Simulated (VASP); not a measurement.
# BeS (F-43m) in VASP: settings compared, part 2 of 2

VASP 6.6.1. Earlier steps stand in the parts before.

## Step 3: Single point, PBE0

This run uses another cell than the first one, of 14.83 Å³/atom, 0.981 times its volume.

Input file POSCAR:

```
BeS
1.0
    0.0000000000      2.4569115543      2.4569115543
    2.4569115543      0.0000000000      2.4569115543
    2.4569115543      2.4569115543      0.0000000000
S Be
1 1
Direct
    0.7500000000      0.7500000000      0.7500000000
    0.0000000000      0.0000000000      0.0000000000
```

Input file INCAR.step1:

```
SYSTEM = BeS
PREC     = Accurate       ! precision mode
ENCUT    = 520            ! plane-wave cutoff, eV
EDIFF    = 1E-5           ! SCF threshold, eV
ISMEAR   = -1             ! smearing method
SIGMA    = 0.05           ! smearing width, eV
LREAL    = .False.        ! projectors in reciprocal space
LASPH    = .True.         ! aspherical terms in the spheres
NELM     = 80             ! most SCF steps
ALGO     = Normal         ! electronic algorithm
ISIF     = 2              ! what is computed and relaxed
LWAVE    = .True.         ! write WAVECAR
LCHARG   = .False.        ! write CHGCAR
GGA      = PE             ! functional
NBANDS   = 11             ! bands
```

Input file INCAR.step2:

```
SYSTEM = BeS
PREC     = Accurate       ! precision mode
ENCUT    = 520            ! plane-wave cutoff, eV
EDIFF    = 1E-7           ! SCF threshold, eV
ISMEAR   = -1             ! smearing method
SIGMA    = 0.05           ! smearing width, eV
LREAL    = .False.        ! projectors in reciprocal space
LASPH    = .True.         ! aspherical terms in the spheres
NELM     = 80             ! most SCF steps
ALGO     = Normal         ! electronic algorithm
ISIF     = 2              ! what is computed and relaxed
LWAVE    = .False.        ! write WAVECAR
LCHARG   = .False.        ! write CHGCAR
GGA      = PE             ! functional
LHFCALC  = .True.         ! exact exchange
AEXX     = 0.25           ! exact-exchange fraction
PRECFOCK = Normal       
ISTART   = 1            
NBANDS   = 11             ! bands
```

Input file KPOINTS:

```
regular mesh
0
Gamma
  6 6 6
  0 0 0
```

Potentials or basis: VASP PAW PBE potentials, release 64 (S, Be).

Launch:

```bash
$ cat potpaw_PBE.64/S/POTCAR potpaw_PBE.64/Be/POTCAR > POTCAR
$ cp INCAR.step1 INCAR
$ mpirun -np 1 vasp_std > vasp.out
$ cp INCAR.step2 INCAR
$ mpirun -np 1 vasp_std > vasp.out
```

Wall time 15 min (1 thread of AMD EPYC 7R13, shared host); peak memory 0.13 GiB.

The run converged. Its results:

- Free energy: -11.9811 eV
- Pressure: -3.6 GPa
- Band gap on the k mesh: 4.86 eV, indirect (least direct gap 7.44 eV)

Levels at points of the mesh, in eV from the valence-band top:
```csv
k point,band 1,band 2,band 3,band 4,band 5,band 6,band 7,band 8,band 9
"(0.00, 0.00, 0.00)",-14.87,0.00,0.00,0.00,7.44,7.63,7.63,7.63,14.96
"(0.50, 0.00, 0.00)",-13.20,-6.14,-1.08,-1.08,7.20,8.53,8.53,13.10,17.14
"(0.50, 0.50, 0.00)",-12.63,-5.38,-2.76,-2.76,4.86,6.73,14.97,14.97,17.48
```

Caveat: the PAW data sets were made with another functional, which shifts forces and pressure a little.

## Step 4: Single point, PBE0

Input file POSCAR:

```
BeS
1.0
    0.0000000000      2.4725610944      2.4725610944
    2.4725610944      0.0000000000      2.4725610944
    2.4725610944      2.4725610944      0.0000000000
S Be
1 1
Direct
    0.7500000000      0.7500000000      0.7500000000
    0.0000000000      0.0000000000      0.0000000000
```

Input file INCAR.step1:

```
PREC = Accurate ; ENCUT = 520
EDIFF = 1E-5 ; ISMEAR = -1
SIGMA = 0.05 ; LREAL = False
LASPH = True ; NELM = 80
ALGO = Normal ; ISIF = 2
LWAVE = True ; GGA = PE
NBANDS = 11
```

Input file INCAR.step2:

```
PREC = Accurate ; ENCUT = 520
EDIFF = 1E-7 ; ISMEAR = -1
SIGMA = 0.05 ; LREAL = False
LASPH = True ; NELM = 80
ALGO = Normal ; ISIF = 2
LWAVE = False ; LCHARG = True
GGA = PE ; LHFCALC = True
AEXX = 0.25 ; PRECFOCK = Normal
LELF = True ; LVHAR = True
ISTART = 1 ; NBANDS = 11
```

Input file KPOINTS:

```
Automatic mesh
0
Gamma
  6 6 6
```

Launch:

```bash
$ cat potpaw_PBE.64/S/POTCAR potpaw_PBE.64/Be/POTCAR > POTCAR
$ cp INCAR.step1 INCAR
$ mpirun -np 1 vasp_std > vasp.out
$ cp INCAR.step2 INCAR
$ mpirun -np 1 vasp_std > vasp.out
```

It took 16 min on 1 thread of AMD EPYC 7R13, shared host; peak memory 0.13 GiB.

Results (log left out):

- Free energy: -11.9656 eV
- Pressure: -5.2 GPa
- Band gap on the k mesh: 4.90 eV, indirect (least direct gap 7.28 eV)

Levels at points of the mesh, in eV from the valence-band top:
```
           k point  band 1  band 2  band 3  band 4  band 5  band 6  band 7  band 8  band 9
(0.00, 0.00, 0.00)  -14.73    0.00    0.00    0.00    7.28    7.63    7.63    7.63   14.91
(0.50, 0.00, 0.00)  -13.12   -6.02   -1.05   -1.05    7.12    8.53    8.53   13.01   16.96
(0.50, 0.50, 0.00)  -12.57   -5.28   -2.69   -2.69    4.90    6.74   14.80   14.80   17.22
```

Caveat: the PAW data sets were made with another functional, which shifts forces and pressure a little. A k mesh can miss the band edges.

## Step 5: Single point, PBE

This run uses another cell than the first one, of 14.26 Å³/atom, 0.943 times its volume.

Input file INCAR:

```
SYSTEM = BeS
ALGO = Normal ; EDIFF = 1E-6
ENCUT = 600 ; GGA = PE
GGA_COMPAT = .FALSE. ; ISIF = 2
ISMEAR = -1 ; LASPH = .TRUE.
LCHARG = .FALSE. ; LREAL = .FALSE.
LWAVE = .FALSE. ; NBANDS = 11
NELM = 120 ; PREC = Accurate
SIGMA = 0.04
```

Input file KPOINTS:

```
k-points
0
G
  4 4 4
  0 0 0
```

Input file POSCAR:

```
BeS
1.0
    0.0000000000      2.4250000000      2.4250000000
    2.4250000000      0.0000000000      2.4250000000
    2.4250000000      2.4250000000      0.0000000000
S Be
1 1
Direct
    0.7500000000      0.7500000000      0.7500000000
    0.0000000000      0.0000000000      0.0000000000
```

Launch:

```bash
$ cat potpaw_PBE.64/S/POTCAR potpaw_PBE.64/Be/POTCAR > POTCAR
$ mpirun -np 1 vasp_std > vasp.out
```

It took 8.9 s on 1 thread of AMD EPYC 7R13, shared host; peak memory 0.12 GiB.

It converged, with:

| Item | Value |
| --- | --- |
| Free energy | -9.9607 eV |
| Pressure | 2.1 GPa |
| Band gap on the k mesh | 3.10 eV, indirect (least direct gap 5.66 eV) |

Levels at points of the mesh, in eV from the valence-band top:
```csv
k point,band 1,band 2,band 3,band 4,band 5,band 6,band 7,band 8
"(0.00, 0.00, 0.00)",-13.69,0.00,0.00,0.00,5.66,5.66,5.66,5.88
"(0.50, 0.00, 0.00)",-12.08,-5.80,-1.04,-1.04,5.47,6.55,6.55,11.20
"(0.50, 0.50, 0.00)",-11.54,-5.03,-2.65,-2.65,3.10,4.91,12.77,12.77
```

Caveat: the k points lie up to 0.56 Å⁻¹ apart. A k mesh can miss the band edges.

## Step 6: Single point, PBE0

This run uses another cell than the first one, of 13.40 Å³/atom, 0.887 times its volume.

Input file POSCAR:

```
BeS
1.0
    0.0000000000      2.3754963136      2.3754963136
    2.3754963136      0.0000000000      2.3754963136
    2.3754963136      2.3754963136      0.0000000000
S Be
1 1
Direct
    0.7500000000      0.7500000000      0.7500000000
    0.0000000000      0.0000000000      0.0000000000
```

Input file INCAR.step1:

```
SYSTEM = BeS
PREC     = Accurate       ! precision mode
ENCUT    = 520            ! plane-wave cutoff, eV
EDIFF    = 1E-5           ! SCF threshold, eV
ISMEAR   = 0              ! smearing method
SIGMA    = 0.1            ! smearing width, eV
LREAL    = .False.        ! projectors in reciprocal space
LASPH    = .True.         ! aspherical terms in the spheres
NELM     = 80             ! most SCF steps
ALGO     = Normal         ! electronic algorithm
ISIF     = 2              ! what is computed and relaxed
LWAVE    = .True.         ! write WAVECAR
LCHARG   = .False.        ! write CHGCAR
NBANDS   = 11             ! bands
GGA      = PE             ! functional
```

Input file INCAR.step2:

```
SYSTEM = BeS
PREC     = Accurate       ! precision mode
ENCUT    = 520            ! plane-wave cutoff, eV
EDIFF    = 1E-7           ! SCF threshold, eV
ISMEAR   = 0              ! smearing method
SIGMA    = 0.1            ! smearing width, eV
LREAL    = .False.        ! projectors in reciprocal space
LASPH    = .True.         ! aspherical terms in the spheres
NELM     = 80             ! most SCF steps
ALGO     = Normal         ! electronic algorithm
ISIF     = 2              ! what is computed and relaxed
LWAVE    = .False.        ! write WAVECAR
LCHARG   = .False.        ! write CHGCAR
GGA      = PE             ! functional
LHFCALC  = .True.         ! exact exchange
AEXX     = 0.25           ! exact-exchange fraction
PRECFOCK = Normal       
NBANDS   = 11             ! bands
ISTART   = 1
```

Input file KPOINTS:

```
regular mesh
0
Gamma
  5 5 5
  0 0 0
```

Potentials or basis: VASP PAW PBE potentials, release 64 (S, Be).

Launch:

```bash
$ cat potpaw_PBE.64/S/POTCAR potpaw_PBE.64/Be/POTCAR > POTCAR
$ cp INCAR.step1 INCAR
$ mpirun -np 1 vasp_std > vasp.out
$ cp INCAR.step2 INCAR
$ mpirun -np 1 vasp_std > vasp.out
```

It took 4.2 min on 1 thread of Intel Xeon Platinum 8259CL at 2.50GHz (Skylake/Cascade Lake), shared host; peak memory 0.16 GiB.

The run converged. Its results:

```
Free energy            : -11.9572 eV
Pressure               : 7.0 GPa
Band gap on the k mesh : 4.98 eV, indirect (least direct gap 7.60 eV)
```

Levels at points of the mesh, in eV from the valence-band top:
```tsv
k point	band 1	band 2	band 3	band 4	band 5	band 6	band 7	band 8
(0.00, 0.00, 0.00)	-15.60	0.00	0.00	0.00	7.60	7.60	7.60	8.38
```

Caveat: the k points lie up to 0.46 Å⁻¹ apart; the PAW data sets were made with another functional, which shifts forces and pressure a little. A k mesh can miss the band edges.

## Step 7: Summary

| level | cell | k mesh | cutoff (eV) | smearing | grid for exact exchange (PRECFOCK) | gap on the mesh (eV) | pressure (GPa) |
| --- | --- | --- | --- | --- | --- | --- | --- |
| r2SCAN | a = 3.497 Å, angles 60.0°, 2 atoms | 9 × 9 × 9 | 520 | fermi-dirac 0.05 eV | - | 3.79 | -4.0 |
| PBE0 | a = 3.475 Å, angles 60.0°, 2 atoms | 6 × 6 × 6 | 520 | fermi-dirac 0.05 eV | Normal | 4.86 | -3.6 |
| PBE0 | a = 3.497 Å, angles 60.0°, 2 atoms | 6 × 6 × 6 | 520 | fermi-dirac 0.05 eV | Normal | 4.90 | -5.2 |
| PBE | a = 3.429 Å, angles 60.0°, 2 atoms | 4 × 4 × 4 | 600 | fermi-dirac 0.04 eV | - | 3.10 | 2.1 |
| PBE0 | a = 3.359 Å, angles 60.0°, 2 atoms | 5 × 5 × 5 | 520 | gaussian 0.1 eV | Normal | 4.98 | 7.0 |

Alike in all rows: task single point; potentials or basis VASP PAW PBE potentials, release 64 (S, Be); no spin polarisation.

Caveats: some runs use coarse meshes; the PAW data sets were made with another functional, which shifts forces and pressure a little (some runs).

Absolute energies hang on the potentials; compare differences alone.
